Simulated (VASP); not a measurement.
# Pt (I4/mmm) in VASP: notebook

Pt is run at these levels: PBE; tasks: single point.

Everything below comes from runs of VASP 6.6.1. Logs are shortened: lines on timing, memory, paths and dates and some standing lists are left out, and cuts for length are marked.

### 1 The cell of the first run

The structure is tetragonal, space group I4/mmm (No. 139). The conventional cell has a = 2.807 Å, b = 2.807 Å, c = 4.169 Å, α = 90.00°, β = 90.00°, γ = 90.00°. Within 3.7 Å of Pt (site symmetry 4/mmm) lie 12 Pt at 2.81 to 2.88 Å.

### 2 Single point, PBE (strain +0.000 along x and y, +0.050 along z)

File INCAR:

```
SYSTEM = Pt
ALGO = Fast
EDIFF = 1E-7
ENCUT = 520
GGA = PE
ISIF = 2
ISMEAR = 0
LASPH = .True.
LCHARG = .False.
LREAL = .False.
LWAVE = .False.
NBANDS = 11
NELM = 60
PREC = Accurate
SIGMA = 0.15
```

File KPOINTS:

```
k-points
0
Gamma
  26 26 26
  0 0 0
```

File POSCAR:

```
Pt
1.0
    0.0000000000      1.9850550544      2.0843078071
    1.9850550544      0.0000000000      2.0843078071
    1.9850550544      1.9850550544      0.0000000000
Pt
1
Direct
    0.0000000000      0.0000000000      0.0000000000
```

Potentials or basis: VASP PAW PBE potentials, release 64 (Pt).

The run is started by

```
cat potpaw_PBE.64/Pt/POTCAR > POTCAR
mpirun -np 1 vasp_std > vasp.out
```

OUTCAR:

```text
SYSTEM = Pt
   EDIFF = 1E-7
   ENCUT = 520
   GGA = PE
   ISIF = 2
   ISMEAR = 0
   LASPH = .True.
   LREAL = .False.
   NELM = 60
   PREC = Accurate

 ion  position               nearest neighbor table
   1  0.000  0.000  0.000-

  LATTYP: Found a body centered tetragonal cell.
 ALAT       =     2.8072917800
 C/A-ratio  =     1.4849242405

  Lattice vectors:

 A1 = (  -1.9850550544,   0.0000000000,   2.0843078071)
 A2 = (   1.9850550544,   0.0000000000,   2.0843078071)
 A3 = (   0.0000000000,   1.9850550544,  -2.0843078071)

Analysis of symmetry for initial positions (statically):
=====================================================================
 Subroutine PRICEL returns:
 Original cell was already a primitive cell.

 Routine SETGRP: Setting up the symmetry group for a
 body centered tetragonal supercell.

 Subroutine GETGRP returns: Found 16 space group operations
 (whereof 16 operations were pure point group operations)
 out of a pool of 16 trial point group operations.

The static configuration has the point symmetry D_4h.

Analysis of symmetry for dynamics (positions and initial velocities):
=====================================================================
 Subroutine PRICEL returns:
 Original cell was already a primitive cell.

 Routine SETGRP: Setting up the symmetry group for a
 body centered tetragonal supercell.

 Subroutine GETGRP returns: Found 16 space group operations
 (whereof 16 operations were pure point group operations)
 out of a pool of 16 trial point group operations.

The dynamic configuration has the point symmetry D_4h.

 Subroutine INISYM returns: Found 16 space group operations
 (whereof 16 operations are pure point group operations),
 and found     1 'primitive' translations

----------------------------------------------------------------------------------------

                                     Primitive cell

  volume of cell :      16.4262

  direct lattice vectors                    reciprocal lattice vectors
     0.000000000  1.985055054  2.084307807    -0.251882183  0.251882183  0.239887793
     1.985055054  0.000000000  2.084307807     0.251882183 -0.251882183  0.239887793
     1.985055054  1.985055054  0.000000000     0.251882183  0.251882183 -0.239887793

  length of vectors
     2.878329829  2.878329829  2.807291780     0.429459452  0.429459452  0.429459452

  position of ions in fractional coordinates (direct lattice)
     0.000000000  0.000000000  0.000000000

  ion indices of the primitive-cell ions
   primitive index   ion index
                 1           1

----------------------------------------------------------------------------------------

 KPOINTS: k-points

Automatic generation of k-mesh.
 Grid dimensions read from file:
 generate k-points for:   26   26   26

 Generating k-lattice:

  Cartesian coordinates                     Fractional coordinates (reciprocal lattice)
    -0.009687776  0.009687776  0.009226454     0.038461538 -0.000000000  0.000000000
     0.009687776 -0.009687776  0.009226454    -0.000000000  0.038461538  0.000000000
     0.009687776  0.009687776 -0.009226454     0.000000000  0.000000000  0.038461538

  Length of vectors
     0.016517671  0.016517671  0.016517671

  Shift w.r.t. Gamma in fractional coordinates (k-lattice)
     0.000000000  0.000000000  0.000000000

 Subroutine IBZKPT returns following result:
 ===========================================

 Found   1330 irreducible k-points:

 Following reciprocal coordinates:
            Coordinates               Weight
  0.000000  0.000000  0.000000      1.000000
  0.038462  0.000000  0.000000      8.000000
  0.076923  0.000000  0.000000      8.000000
  0.115385 -0.000000  0.000000      8.000000
  0.153846 -0.000000  0.000000      8.000000
  0.192308  0.000000  0.000000      8.000000
[... 16 lines left out ...]
  0.346154  0.038462  0.000000      8.000000
  0.384615  0.038462  0.000000      8.000000
 [... further k-points ...]
   k-points           NKPTS =   1330   k-points in BZ     NKDIM =   1330   number of bands    NBANDS=     11
   number of dos      NEDOS =    301   number of ions     NIONS =      1
   total plane-waves  NPLWV =  13824
   dimension x,y,z NGX =    24 NGY =   24 NGZ =   24
   dimension x,y,z NGXF=    48 NGYF=   48 NGZF=   48
   ions per type =               1
   NGX,Y,Z   is equivalent  to a cutoff of  13.86, 13.86, 14.21 a.u.
   NGXF,Y,Z  is equivalent  to a cutoff of  27.72, 27.72, 28.43 a.u.
 SYSTEM =  Pt
   PREC   = accura    normal or accurate (medium, high low for compatibility)
   ISTART =      0    job   : 0-new  1-cont  2-samecut
   ICHARG =      2    charge: 1-file 2-atom 10-const
   ISPIN  =      1    spin polarized calculation?
   LNONCOLLINEAR =      F non collinear calculations
   LSORBIT =      F    spin-orbit coupling
   LASPH  =      T    aspherical Exc in radial PAW
   ENCUT  =  520.0 eV  38.22 Ry    6.18 a.u.   5.35  5.35  5.22*2*pi/ulx,y,z
   NELM   =     60;   NELMIN=  2; NELMDL= -5     # of ELM steps
   EDIFF  = 0.1E-06   stopping-criterion for ELM
   LREAL  =      F    real-space projection
   EDIFFG = 0.1E-05   stopping-criterion for IOM
   NSW    =      0    number of steps for IOM
   IBRION =     -1    ionic relax: 0-MD 1-quasi-New 2-CG
   NFREE  =      0    steps in history (QN), initial steepest desc. (CG)
   ISIF   =      2    stress and relaxation
   ISYM   =      2    0-nonsym 1-usesym 2-fastsym
   POTIM  = 0.5000    time-step for ionic-motion
   TEBEG  =    0.0;   TEEND  =   0.0 temperature during run
   PSTRESS=    0.0 pullay stress
   NELECT =      10.0000    total number of electrons
   NUPDOWN=      -1.0000    fix difference up-down
   EMIN   =  10.00;   EMAX   =-10.00  energy-range for DOS
   EFERMI =   0.00;   METHOD = LEGACY
   ISMEAR =     0;   SIGMA  =   0.15  broadening in eV -4-tet -1-fermi 0-gaus
   EFERMI_NEDOS =   21; number of points for ismear=-14 and -15
   IALGO  =     68    algorithm
   IMIX   =      4    mixing-type and parameters
     AMIX     =   0.40;   BMIX     =  1.00
     AMIX_MAG =   1.60;   BMIX_MAG =  1.00
  volume/ion in A,a.u.               =      16.43       110.85
  Fermi-wavevector in a.u.,A,eV,Ry     =   1.387488  2.621972 26.192881  1.925122
  Thomas-Fermi vector in A             =   2.511704
   LORBIT       =      0    0 simple, 1 ext, 2 COOP (PROOUT), +10 PAW based schemes
   GGA     = PE    functional components
   LHFCALC =     F    Hartree Fock is set to
   AEXX    =    0.0000 exact exchange contribution
   IVDW    =     0    specifies the selected vdW correction
   LEPSILON=     F    determine dielectric tensor
   LRPA    =     F    only Hartree local field effects (RPA)
 non-spin polarized calculation
 RMM-DIIS sequential band-by-band and
 Gauss-broadening in eV      SIGMA  =   0.15
  energy-cutoff  :      520.00
  volume of cell :       16.43
 maximum number of plane-waves:       456
 NGX is ok and might be reduce to    24
   NGX = 11   NGY = 11   NGZ = 11

 number of electron      10.0000000 magnetization

 Free energy of the ion-electron system (eV)
  ---------------------------------------------------
  ext. energy  EPLUGINS =         0.00000000
  ---------------------------------------------------
  free energy    TOTEN  =        -6.07416567 eV

  energy without entropy =       -6.04968286  energy(sigma->0) =       -6.06192427

 E-fermi :   9.6812     XC(G=0): -12.9810

 val. band max:        9.6800853542   @ k =   0.5000   0.0769   0.3462
 cond. band min:       9.6813013523   @ k =  -0.3077   0.1154   0.3846
 fundamental gap:      0.0012159982
 Fermi energy:         9.6812134045

 k-point     1 :       0.0000    0.0000    0.0000
  band No.  band energies     occupation
      1       0.4076      2.00000
      2       6.0599      2.00000
      3       6.5874      2.00000
      4       6.5874      2.00000
      5       7.9582      2.00000
      6       8.5576      2.00000
      7      24.5711      0.00000
      8      28.3343      0.00000
      9      29.3742      0.00000
     10      29.3742      0.00000
     11      34.1105      0.00000

 k-point     2 :       0.0385    0.0000    0.0000
  band No.  band energies     occupation
      1       0.4627      2.00000
      2       6.0697      2.00000
      3       6.5754      2.00000
      4       6.6085      2.00000
      5       7.9508      2.00000
      6       8.5423      2.00000
      7      24.6515      0.00000
      8      28.2767      0.00000
      9      29.1635      0.00000
     10      29.4542      0.00000
     11      34.4719      0.00000

 k-point     3 :       0.0769    0.0000    0.0000
  band No.  band energies     occupation
      1       0.6262      2.00000
      2       6.0889      2.00000
      3       6.5496      2.00000
      4       6.6689      2.00000
      5       7.9340      2.00000
      6       8.5004      2.00000
      7      24.8803      0.00000
      8      27.7791      0.00000
      9      29.0643      0.00000
     10      29.6896      0.00000
     11      35.1818      0.00000

 k-point     4 :       0.1154   -0.0000    0.0000
  band No.  band energies     occupation
      1       0.8911      2.00000
      2       6.0904      2.00000
      3       6.5362      2.00000
      4       6.7586      2.00000
      5       7.9250      2.00000
      6       8.4450      2.00000
      7      25.2140      0.00000
      8      26.8354      0.00000
      9      29.3483      0.00000
     10      30.0655      0.00000
     11      34.8828      0.00000

 k-point     5 :       0.1538   -0.0000    0.0000
  band No.  band energies     occupation
      1       1.2445      2.00000
      2       6.0588      2.00000
      3       6.5474      2.00000
      4       6.8589      2.00000
      5       7.9521      2.00000
      6       8.3986      2.00000
      7      25.4460      0.00000
      8      25.8710      0.00000
      9      29.8154      0.00000
     10      30.5532      0.00000
     11      33.7183      0.00000
[... 211 lines left out ...]
 k-point    21 :       0.2692    0.0385    0.0000
  band No.  band energies     occupation
      1       2.4228      2.00000
      2       6.0131      2.00000
      3       6.5189      2.00000
      4       7.0074      2.00000
      5       8.2699      2.00000
      6       8.7198      2.00000
      7      22.3568      0.00000
      8      25.9431      0.00000
      9      30.5761      0.00000
     10      31.3231      0.00000
     11      32.1142      0.00000

 k-point    22 :       0.3077    0.0385    0.0000
  band No.  band energies     occupation
      1       2.7915      2.00000
      2       6.2626      2.00000
      3       6.4307      2.00000
      4       6.9584      2.00000
      5       8.5805      2.00000
      6       8.9010      2.00000
      7      20.9329      0.00000
      8      25.5607      0.00000
      9      30.2768      0.00000
     10      30.8710      0.00000
     11      32.7954      0.00000

 k-point    23 :       0.3462    0.0385    0.0000
  band No.  band energies     occupation
      1       3.0444      2.00000
      2       6.2943      2.00000
      3       6.7632      2.00000
      4       6.8819      2.00000
      5       8.9259      2.00000
      6       9.1090      2.00000
      7      19.4773      0.00000
      8      25.1078      0.00000
      9      29.7639      0.00000
     10      30.0739      0.00000
     11      33.6665      0.00000

 k-point    24 :       0.3846    0.0385    0.0000
  band No.  band energies     occupation
      1       3.1823      2.00000
      2       6.2083      2.00000
      3       6.7985      2.00000
      4       7.4013      2.00000
      5       9.2844      1.99982
      6       9.3105      1.99953
      7      18.0476      0.00000
      8      24.6923      0.00000
      9      29.2236      0.00000
     10      29.2318      0.00000
     11      34.5891      0.00000

 [... further k-points ...]

------------------------ aborting loop because EDIFF is reached ----------------------------------------

  FORCE on cell =-STRESS in cart. coord.  units (eV):
  Direction    XX          YY          ZZ          XY          YZ          ZX
  --------------------------------------------------------------------------------------
  -------------------------------------------------------------------------------------
  Total       -0.9541942     -0.9541942     -1.3654602      0.0000000     -0.0000000     -0.0000000
  in kB      -93.0701485    -93.0701485   -133.1841847      0.0000000     -0.0000000     -0.0000000
  external PRESSURE =    -106.4414939 kB  Pullay stress =       0.0000000 kB

 VOLUME and BASIS-vectors are now :
 -----------------------------------------------------------------------------
  energy-cutoff  :      520.00
  volume of cell :       16.43
      direct lattice vectors                 reciprocal lattice vectors
     0.000000000  1.985055054  2.084307807    -0.251882183  0.251882183  0.239887793
     1.985055054  0.000000000  2.084307807     0.251882183 -0.251882183  0.239887793
     1.985055054  1.985055054  0.000000000     0.251882183  0.251882183 -0.239887793

 POSITION                                       TOTAL-FORCE (eV/Angst)
 -----------------------------------------------------------------------------------
      0.00000      0.00000      0.00000        -0.000000      0.000000      0.000000
 -----------------------------------------------------------------------------------
    total drift:                               -0.000000     -0.000000     -0.000000

  FREE ENERGIE OF THE ION-ELECTRON SYSTEM (eV)
  ---------------------------------------------------
  free  energy   TOTEN  =        -6.0741656741 eV

  energy  without entropy=       -6.0496828565  energy(sigma->0) =       -6.06192427
```

It took 77 s on 1 thread of Intel Xeon 6975P-C (Granite Rapids), shared host; peak memory 0.35 GiB.

What came out:

| Item | Value |
| --- | --- |
| Free energy | -6.0742 eV |
| Pressure | -10.6 GPa |
| Band gap on the k mesh | zero (band 5 reaches 10.33 eV, above the bottom of band 6 at 8.17 eV) |

Stress tensor (GPa, compression positive):
```
 -9.31   0.00   0.00
  0.00  -9.31   0.00
  0.00   0.00 -13.32
```

Levels at points of the mesh, in eV from the Fermi level:
```csv
k point,band 1,band 2,band 3,band 4,band 5,band 6,band 7,band 8,band 9,band 10
"(0.00, 0.00, 0.00)",-9.27,-3.62,-3.09,-3.09,-1.72,-1.12,14.89,18.65,19.69,19.69
"(0.50, 0.00, 0.00)",-6.46,-3.57,-3.08,-0.11,-0.08,0.14,5.25,14.31,18.01,18.90
"(0.50, 0.50, 0.00)",-6.23,-5.77,0.04,0.39,0.39,1.40,7.24,11.71,11.71,19.61
"(0.50, 0.00, 0.50)",-6.14,-5.74,-0.04,0.21,0.65,2.26,8.41,10.77,10.97,18.96
```

Caveat: the cell differs from its parent crystal (strain +0.000 along x and y, +0.050 along z); spin-orbit coupling is left out, which moves the levels of the heavy elements.

### 3 Single point, PBE (strain +0.025 along x and y, +0.000 along z)

INCAR is that of step 2.

KPOINTS is that of step 2.

File POSCAR:

```
Pt
1.0
    0.0000000000      2.0346814308      1.9850550544
    2.0346814308      0.0000000000      1.9850550544
    2.0346814308      2.0346814308      0.0000000000
Pt
1
Direct
    0.0000000000      0.0000000000      0.0000000000
```

Potentials or basis: VASP PAW PBE potentials, release 64 (Pt).

The run is started by

```
cat potpaw_PBE.64/Pt/POTCAR > POTCAR
mpirun -np 1 vasp_std > vasp.out
```

It took 75 s on 1 thread of Intel Xeon 6975P-C (Granite Rapids), shared host; peak memory 0.35 GiB.

It converged, with:

| Quantity | Value |
| --- | --- |
| Free energy | -6.0785 eV |
| Pressure | -11.0 GPa |
| Band gap on the k mesh | zero (band 5 reaches 10.18 eV, above the bottom of band 6 at 8.18 eV) |

Stress tensor (GPa, compression positive):
```
-11.48   0.00   0.00
  0.00 -11.48   0.00
  0.00   0.00  -9.90
```

Levels at points of the mesh, in eV from the Fermi level:
| k point | band 2 | band 3 | band 4 | band 5 | band 6 | band 7 | band 8 | band 9 |
| --- | --- | --- | --- | --- | --- | --- | --- | --- |
| (0.00, 0.00, 0.00) | -3.37 | -3.37 | -3.11 | -1.56 | -1.28 | 14.86 | 19.15 | 19.15 |
| (0.50, 0.00, 0.00) | -3.46 | -3.20 | -0.11 | -0.04 | 0.09 | 5.22 | 14.37 | 18.13 |
| (0.50, 0.50, 0.00) | -5.76 | -0.01 | 0.43 | 0.43 | 2.26 | 8.39 | 10.84 | 10.84 |
| (0.50, 0.00, 0.50) | -5.76 | -0.01 | 0.31 | 0.51 | 1.81 | 7.80 | 11.22 | 11.33 |

Caveat: the cell differs from its parent crystal (strain +0.025 along x and y, +0.000 along z); spin-orbit coupling is left out, which moves the levels of the heavy elements.
